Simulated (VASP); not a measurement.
# Mg2Ti3O3 (P4/mmm) in VASP: notebook

Runs on Mg2Ti3O3. Level: PBE. Tasks: single point, relaxation of cell and atoms.

Program: VASP 6.6.1. These are calculated values, not measurements. Logs are shortened: lines on timing, memory, paths and dates and some standing lists are left out, and cuts for length are marked.

**1. The cell of the first run**

The structure is tetragonal, space group P4/mmm (No. 123). The conventional cell has a = 3.240 Å, b = 3.240 Å, c = 9.456 Å, α = 90.00°, β = 90.00°, γ = 90.00°. Mg (site symmetry 4/mmm) has 6 O at 1.97 to 2.29 Å within 2.6 Å. Within 3.0 Å of Mg (site symmetry 4/mmm) lie 6 Ti at 2.29 to 2.52 Å. Within 2.9 Å of Ti (site symmetry 4mm) lie 5 O at 2.21 to 2.30 Å and 1 Mg at 2.52 Å. Within 3.0 Å of Ti (site symmetry 4/mmm) lie 4 Mg at 2.29 Å and 2 O at 2.75 Å. O (site symmetry 4mm) has 1 Mg at 1.97 Å and 4 Ti at 2.30 Å within 2.6 Å. Within 2.9 Å of O (site symmetry 4/mmm) lie 2 Ti at 2.21 Å and 4 Mg at 2.29 Å.

The cell was built from a structure type or drawn by symmetry, and may not be a known phase.

**2. Single point, PBE**

Input file INCAR:

```
SYSTEM = Mg2Ti3O3
  PREC = Accurate
  ENCUT = 520
  EDIFF = 1E-7
  ISMEAR = 0
  SIGMA = 0.1
  LREAL = .False.
  LASPH = .True.
  NELM = 80
  ALGO = Normal
  ISIF = 2
  LWAVE = .False.
  LCHARG = .True.
  GGA = PE
  LELF = .True.
  LVHAR = .True.
  NBANDS = 39
```

Input file KPOINTS:

```
regular mesh
0
Gamma
  10 10 4
  0 0 0
```

Input file POSCAR:

```
Mg2Ti3O3
1.0
    3.2404842418      0.0000000000      0.0000000000
    0.0000000000      3.2404842418      0.0000000000
    0.0000000000      0.0000000000      9.4558331522
Mg Ti O
2 3 3
Direct
    0.5000000000      0.5000000000      0.5000000000
    0.0000000000      0.0000000000      0.0000000000
    0.0000000000      0.0000000000      0.2664505021
    0.0000000000      0.0000000000      0.7335494979
    0.5000000000      0.5000000000      0.0000000000
    0.5000000000      0.5000000000      0.2911890453
    0.5000000000      0.5000000000      0.7088109547
    0.0000000000      0.0000000000      0.5000000000
```

Potentials or basis: VASP PAW PBE potentials, release 64 (Mg, Ti_sv, O).

The run is started by

```sh
> cat potpaw_PBE.64/Mg/POTCAR potpaw_PBE.64/Ti_sv/POTCAR potpaw_PBE.64/O/POTCAR > POTCAR
> mpirun -np 1 vasp_std > vasp.out
```

OUTCAR:

```text
SYSTEM = Mg2Ti3O3
   PREC = Accurate
   ENCUT = 520
   EDIFF = 1E-7
   ISMEAR = 0
   LREAL = .False.
   LASPH = .True.
   NELM = 80
   ISIF = 2
   GGA = PE

 ion  position               nearest neighbor table
   1  0.500  0.500  0.500-   6 1.97   7 1.97   8 2.29   8 2.29   8 2.29   8 2.29   4 3.18   4 3.18
                             3 3.18   4 3.18   3 3.18   3 3.18   4 3.18   3 3.18
   2  0.000  0.000  0.000-   5 2.29   5 2.29   5 2.29   5 2.29   3 2.52   4 2.52
   3  0.000  0.000  0.266-   8 2.21   6 2.30   6 2.30   6 2.30   6 2.30   2 2.52   1 3.18   1 3.18
                             1 3.18   1 3.18
   4  0.000  0.000  0.734-   8 2.21   7 2.30   7 2.30   7 2.30   7 2.30   2 2.52   1 3.18   1 3.18
                             1 3.18   1 3.18
   5  0.500  0.500  0.000-   2 2.29   2 2.29   2 2.29   2 2.29
   6  0.500  0.500  0.291-   1 1.97   3 2.30   3 2.30   3 2.30   3 2.30
   7  0.500  0.500  0.709-   1 1.97   4 2.30   4 2.30   4 2.30   4 2.30
   8  0.000  0.000  0.500-   3 2.21   4 2.21   1 2.29   1 2.29   1 2.29   1 2.29

  LATTYP: Found a simple tetragonal cell.
 ALAT       =     3.2404842418
 C/A-ratio  =     2.9180309011

  Lattice vectors:

 A1 = (   3.2404842418,   0.0000000000,   0.0000000000)
 A2 = (   0.0000000000,   3.2404842418,   0.0000000000)
 A3 = (   0.0000000000,   0.0000000000,   9.4558331522)

Analysis of symmetry for initial positions (statically):
=====================================================================
 Subroutine PRICEL returns:
 Original cell was already a primitive cell.

 Routine SETGRP: Setting up the symmetry group for a
 simple tetragonal supercell.

 Subroutine GETGRP returns: Found 16 space group operations
 (whereof 16 operations were pure point group operations)
 out of a pool of 16 trial point group operations.

The static configuration has the point symmetry D_4h.

Analysis of symmetry for dynamics (positions and initial velocities):
=====================================================================
 Subroutine PRICEL returns:
 Original cell was already a primitive cell.

 Routine SETGRP: Setting up the symmetry group for a
 simple tetragonal supercell.

 Subroutine GETGRP returns: Found 16 space group operations
 (whereof 16 operations were pure point group operations)
 out of a pool of 16 trial point group operations.

The dynamic configuration has the point symmetry D_4h.

 Subroutine INISYM returns: Found 16 space group operations
 (whereof 16 operations are pure point group operations),
 and found     1 'primitive' translations

----------------------------------------------------------------------------------------

                                     Primitive cell

  volume of cell :      99.2932

  direct lattice vectors                    reciprocal lattice vectors
     3.240484242  0.000000000  0.000000000     0.308595853  0.000000000  0.000000000
     0.000000000  3.240484242  0.000000000     0.000000000  0.308595853  0.000000000
     0.000000000  0.000000000  9.455833152     0.000000000  0.000000000  0.105754827

  length of vectors
     3.240484242  3.240484242  9.455833152     0.308595853  0.308595853  0.105754827

  position of ions in fractional coordinates (direct lattice)
     0.500000000  0.500000000  0.500000000
     0.000000000  0.000000000  0.000000000
     0.000000000  0.000000000  0.266450502
     0.000000000  0.000000000  0.733549498
     0.500000000  0.500000000  0.000000000
     0.500000000  0.500000000  0.291189045
     0.500000000  0.500000000  0.708810955
     0.000000000  0.000000000  0.500000000

  ion indices of the primitive-cell ions
   primitive index   ion index
                 1           1
                 2           2
                 3           3
                 4           4
                 5           5
                 6           6
                 7           7
                 8           8

----------------------------------------------------------------------------------------

 KPOINTS: regular mesh

Automatic generation of k-mesh.
 Grid dimensions read from file:
 generate k-points for:   10   10    4

 Generating k-lattice:

  Cartesian coordinates                     Fractional coordinates (reciprocal lattice)
     0.030859585  0.000000000  0.000000000     0.100000000  0.000000000  0.000000000
     0.000000000  0.030859585  0.000000000     0.000000000  0.100000000  0.000000000
     0.000000000  0.000000000  0.026438707     0.000000000  0.000000000  0.250000000

  Length of vectors
     0.030859585  0.030859585  0.026438707

  Shift w.r.t. Gamma in fractional coordinates (k-lattice)
     0.000000000  0.000000000  0.000000000

 Subroutine IBZKPT returns following result:
 ===========================================

 Found     63 irreducible k-points:

 Following reciprocal coordinates:
            Coordinates               Weight
  0.000000  0.000000  0.000000      1.000000
  0.100000  0.000000  0.000000      4.000000
  0.200000  0.000000  0.000000      4.000000
  0.300000  0.000000  0.000000      4.000000
  0.400000  0.000000  0.000000      4.000000
  0.500000  0.000000  0.000000      2.000000
[... 16 lines left out ...]
  0.100000  0.000000  0.250000      8.000000
  0.200000  0.000000  0.250000      8.000000
 [... further k-points ...]
   k-points           NKPTS =     63   k-points in BZ     NKDIM =     63   number of bands    NBANDS=     39
   number of dos      NEDOS =    301   number of ions     NIONS =      8
   total plane-waves  NPLWV =  40320
   dimension x,y,z NGX =    24 NGY =   24 NGZ =   70
   dimension x,y,z NGXF=    48 NGYF=   48 NGZF=  140
   ions per type =               2   3   3
   NGX,Y,Z   is equivalent  to a cutoff of  12.31, 12.31, 12.31 a.u.
   NGXF,Y,Z  is equivalent  to a cutoff of  24.63, 24.63, 24.61 a.u.
 SYSTEM =  Mg2Ti3O3
   PREC   = accura    normal or accurate (medium, high low for compatibility)
   ISTART =      0    job   : 0-new  1-cont  2-samecut
   ICHARG =      2    charge: 1-file 2-atom 10-const
   ISPIN  =      1    spin polarized calculation?
   LNONCOLLINEAR =      F non collinear calculations
   LSORBIT =      F    spin-orbit coupling
   LASPH  =      T    aspherical Exc in radial PAW
   ENCUT  =  520.0 eV  38.22 Ry    6.18 a.u.   6.03  6.03 17.58*2*pi/ulx,y,z
   NELM   =     80;   NELMIN=  2; NELMDL= -5     # of ELM steps
   EDIFF  = 0.1E-06   stopping-criterion for ELM
   LREAL  =      F    real-space projection
   EDIFFG = 0.1E-05   stopping-criterion for IOM
   NSW    =      0    number of steps for IOM
   IBRION =     -1    ionic relax: 0-MD 1-quasi-New 2-CG
   NFREE  =      0    steps in history (QN), initial steepest desc. (CG)
   ISIF   =      2    stress and relaxation
   ISYM   =      2    0-nonsym 1-usesym 2-fastsym
   POTIM  = 0.5000    time-step for ionic-motion
   TEBEG  =    0.0;   TEEND  =   0.0 temperature during run
   PSTRESS=    0.0 pullay stress
   NELECT =      58.0000    total number of electrons
   NUPDOWN=      -1.0000    fix difference up-down
   EMIN   =  10.00;   EMAX   =-10.00  energy-range for DOS
   EFERMI =   0.00;   METHOD = LEGACY
   ISMEAR =     0;   SIGMA  =   0.10  broadening in eV -4-tet -1-fermi 0-gaus
   EFERMI_NEDOS =   21; number of points for ismear=-14 and -15
   IALGO  =     38    algorithm
   IMIX   =      4    mixing-type and parameters
     AMIX     =   0.40;   BMIX     =  1.00
     AMIX_MAG =   1.60;   BMIX_MAG =  1.00
  volume/ion in A,a.u.               =      12.41        83.76
  Fermi-wavevector in a.u.,A,eV,Ry     =   1.368498  2.586087 25.480825  1.872788
  Thomas-Fermi vector in A             =   2.494457
   LORBIT       =      0    0 simple, 1 ext, 2 COOP (PROOUT), +10 PAW based schemes
   GGA     = PE    functional components
   LHFCALC =     F    Hartree Fock is set to
   AEXX    =    0.0000 exact exchange contribution
   IVDW    =     0    specifies the selected vdW correction
   LEPSILON=     F    determine dielectric tensor
   LRPA    =     F    only Hartree local field effects (RPA)
 non-spin polarized calculation
 Gauss-broadening in eV      SIGMA  =   0.10
  energy-cutoff  :      520.00
  volume of cell :       99.29
 maximum number of plane-waves:      2712
   NGX = 13   NGY = 13   NGZ = 35

 number of electron      57.9999990 magnetization

 Free energy of the ion-electron system (eV)
  ---------------------------------------------------
  ext. energy  EPLUGINS =         0.00000000
  ---------------------------------------------------
  free energy    TOTEN  =       -50.60699395 eV

  energy without entropy =      -50.58427076  energy(sigma->0) =      -50.59563236

 E-fermi :   7.6565     XC(G=0): -11.2054

 val. band max:        7.6503244131   @ k =   0.3000   0.1000   0.0000
 cond. band min:       7.6665361398   @ k =   0.4000   0.0000   0.0000
 fundamental gap:      0.0162117267
 Fermi energy:         7.6564851140

 k-point     1 :       0.0000    0.0000    0.0000
  band No.  band energies     occupation
      1     -50.5087      2.00000
      2     -50.5085      2.00000
      3     -49.1588      2.00000
      4     -26.7301      2.00000
      5     -26.7203      2.00000
      6     -26.7124      2.00000
[... 31 lines left out ...]
     38       8.6333      0.00000
     39       8.7672      0.00000

 k-point     2 :       0.1000    0.0000    0.0000
  band No.  band energies     occupation
      1     -50.5077      2.00000
      2     -50.5074      2.00000
      3     -49.1574      2.00000
      4     -26.7300      2.00000
      5     -26.7267      2.00000
      6     -26.7257      2.00000
[... 913 lines left out ...]
     38       8.8129      0.00000
     39       8.8626      0.00000

 k-point    24 :       0.2000    0.0000    0.2500
  band No.  band energies     occupation
      1     -50.5048      2.00000
      2     -50.5046      2.00000
      3     -49.1538      2.00000
      4     -26.7648      2.00000
      5     -26.7643      2.00000
      6     -26.7251      2.00000
[... 31 lines left out ...]
     38       9.2563      0.00000
     39       9.2777      0.00000

 [... further k-points ...]

------------------------ aborting loop because EDIFF is reached ----------------------------------------

  FORCE on cell =-STRESS in cart. coord.  units (eV):
  Direction    XX          YY          ZZ          XY          YZ          ZX
  --------------------------------------------------------------------------------------
  -------------------------------------------------------------------------------------
  Total       -0.0013939     -0.0013939      0.0802068      0.0000000     -0.0000000      0.0000000
  in kB       -0.0224921     -0.0224921      1.2942022      0.0000000     -0.0000000      0.0000000
  external PRESSURE =       0.4164060 kB  Pullay stress =       0.0000000 kB

 VOLUME and BASIS-vectors are now :
 -----------------------------------------------------------------------------
  energy-cutoff  :      520.00
  volume of cell :       99.29
      direct lattice vectors                 reciprocal lattice vectors
     3.240484242  0.000000000  0.000000000     0.308595853  0.000000000  0.000000000
     0.000000000  3.240484242  0.000000000     0.000000000  0.308595853  0.000000000
     0.000000000  0.000000000  9.455833152     0.000000000  0.000000000  0.105754827

 POSITION                                       TOTAL-FORCE (eV/Angst)
 -----------------------------------------------------------------------------------
      1.62024      1.62024      4.72792         0.000000      0.000000     -0.000000
      0.00000      0.00000      0.00000         0.000000      0.000000     -0.000000
      0.00000      0.00000      2.51951         0.000000     -0.000000      0.001293
      0.00000      0.00000      6.93632        -0.000000      0.000000     -0.001293
      1.62024      1.62024      0.00000         0.000000      0.000000     -0.000000
      1.62024      1.62024      2.75344         0.000000      0.000000      0.008940
      1.62024      1.62024      6.70240         0.000000     -0.000000     -0.008940
      0.00000      0.00000      4.72792         0.000000      0.000000     -0.000000
 -----------------------------------------------------------------------------------
    total drift:                                0.000000     -0.000000     -0.000000

  FREE ENERGIE OF THE ION-ELECTRON SYSTEM (eV)
  ---------------------------------------------------
  free  energy   TOTEN  =       -50.6069939549 eV

  energy  without entropy=      -50.5842707615  energy(sigma->0) =      -50.59563236
```

Run time: 2.3 min. Hardware: 1 thread of Intel Xeon 6975P-C (Granite Rapids), shared host; peak memory 0.33 GiB.

Results:

```
Free energy            : -50.6070 eV
Pressure               : 0.0 GPa
Largest force          : 0.009 eV/Å
Band gap on the k mesh : zero (bands 29 and 30 overlap by 0.24 eV)
```

Forces on the atoms (eV/Å):
```
Mg   0.000  0.000  0.000
Mg   0.000  0.000  0.000
Ti   0.000  0.000  0.001
Ti   0.000  0.000 -0.001
Ti   0.000  0.000  0.000
O    0.000  0.000  0.009
O    0.000  0.000 -0.009
O    0.000  0.000  0.000
```

**3. Single point, PBE, collinear spin**

This run uses another cell than the first one, of 12.44 Å³/atom.

Input file INCAR:

```
SYSTEM = Mg2Ti3O3
ALGO = Normal ; EDIFF = 1E-6
ENCUT = 520 ; GGA = PE
ISIF = 2 ; ISMEAR = 0
ISPIN = 2 ; LASPH = .TRUE.
LCHARG = .FALSE. ; LMAXMIX = 4
LORBIT = 11 ; LREAL = .FALSE.
LWAVE = .FALSE. ; MAGMOM = 0 0 1 1 1 0 0 0
NBANDS = 43 ; NELM = 150
PREC = Accurate ; SIGMA = 0.2
```

Input file KPOINTS:

```
k-points
0
G
  4 4 2
  0 0 0
```

Input file POSCAR:

```
Mg2Ti3O3
1.0
    3.2454910296      0.0000000000      0.0000000000
    0.0000000000      3.2454910296      0.0000000000
    0.0000000000      0.0000000000      9.4486270886
Mg Ti O
2 3 3
Direct
    0.5000000000      0.5000000000      0.5000000000
    0.0000000000      0.0000000000      0.0000000000
    0.0000000000      0.0000000000      0.2682600547
    0.0000000000      0.0000000000      0.7317399453
    0.5000000000      0.5000000000      0.0000000000
    0.5000000000      0.5000000000      0.2907375093
    0.5000000000      0.5000000000      0.7092624907
    0.0000000000      0.0000000000      0.5000000000
```

Potentials or basis: VASP PAW PBE potentials, release 64 (Mg, Ti_sv, O).

The run is started by

```sh
> cat potpaw_PBE.64/Mg/POTCAR potpaw_PBE.64/Ti_sv/POTCAR potpaw_PBE.64/O/POTCAR > POTCAR
> mpirun -np 1 vasp_std > vasp.out
```

Run time: 74 s. Hardware: 1 thread of Intel Xeon 6975P-C (Granite Rapids), shared host; peak memory 0.26 GiB.

Results (log left out):

```
Free energy                                           : -50.6451 eV
Pressure                                              : 0.1 GPa
Largest force                                         : 0.023 eV/Å
Band gap on the k mesh                                : zero (filled and empty bands overlap)
Net moment                                            : 0.00 μB per cell
Valence electrons inside the program's atomic spheres : Mg 0.37, 0.72; Ti 10.06, 10.46 (each value once); O 4.97, 5.00 (each value once)
```

Forces in eV/Å, atoms in the order of the input:
```
Mg   0.000  0.000  0.000
Mg   0.000  0.000  0.000
Ti   0.000  0.000 -0.022
Ti   0.000  0.000  0.022
Ti   0.000  0.000  0.000
O    0.000  0.000  0.023
O    0.000  0.000 -0.023
O    0.000  0.000  0.000
```

Stress tensor (GPa, compression positive):
```
-0.02  0.00  0.00
 0.00 -0.02  0.00
 0.00  0.00  0.27
```

Levels at points of the mesh, in eV from the Fermi level:
Spin up:
| k point | band 25 | band 26 | band 27 | band 28 | band 29 | band 30 | band 31 | band 32 | band 33 | band 34 |
| --- | --- | --- | --- | --- | --- | --- | --- | --- | --- | --- |
| (0.00, 0.00, 0.00) | -4.07 | -2.01 | -1.44 | -1.09 | -0.79 | 0.02 | 0.02 | 0.07 | 0.49 | 0.66 |
| (0.50, 0.00, 0.00) | -2.61 | -2.61 | -1.86 | -0.07 | 0.05 | 0.50 | 0.57 | 0.89 | 0.91 | 1.16 |
| (0.50, 0.50, 0.00) | -2.66 | -1.84 | -1.84 | -1.02 | -1.02 | 1.00 | 1.01 | 1.03 | 1.03 | 1.12 |
| (0.00, 0.00, 0.50) | -4.08 | -1.99 | -1.61 | -1.51 | -1.04 | 0.25 | 0.25 | 0.35 | 0.35 | 0.49 |
| (0.50, 0.00, 0.50) | -2.60 | -2.48 | -1.97 | -0.15 | 0.12 | 0.47 | 0.81 | 0.90 | 0.90 | 0.92 |
| (0.50, 0.50, 0.50) | -2.53 | -1.53 | -1.53 | -1.40 | -1.40 | 0.26 | 1.19 | 1.21 | 1.30 | 1.30 |
Spin down:
```csv
k point,band 27,band 28,band 29,band 30,band 31,band 32
"(0.00, 0.00, 0.00)",-1.44,-1.09,-0.79,0.02,0.02,0.07
"(0.50, 0.00, 0.00)",-1.86,-0.07,0.06,0.50,0.57,0.89
"(0.50, 0.50, 0.00)",-1.84,-1.02,-1.02,1.00,1.01,1.03
"(0.00, 0.00, 0.50)",-1.61,-1.51,-1.04,0.25,0.25,0.35
"(0.50, 0.00, 0.50)",-1.98,-0.15,0.12,0.47,0.81,0.90
"(0.50, 0.50, 0.50)",-1.53,-1.40,-1.40,0.26,1.19,1.21
```

Caveat: the k points lie up to 0.48 Å⁻¹ apart.

[end of part 1 of 2]
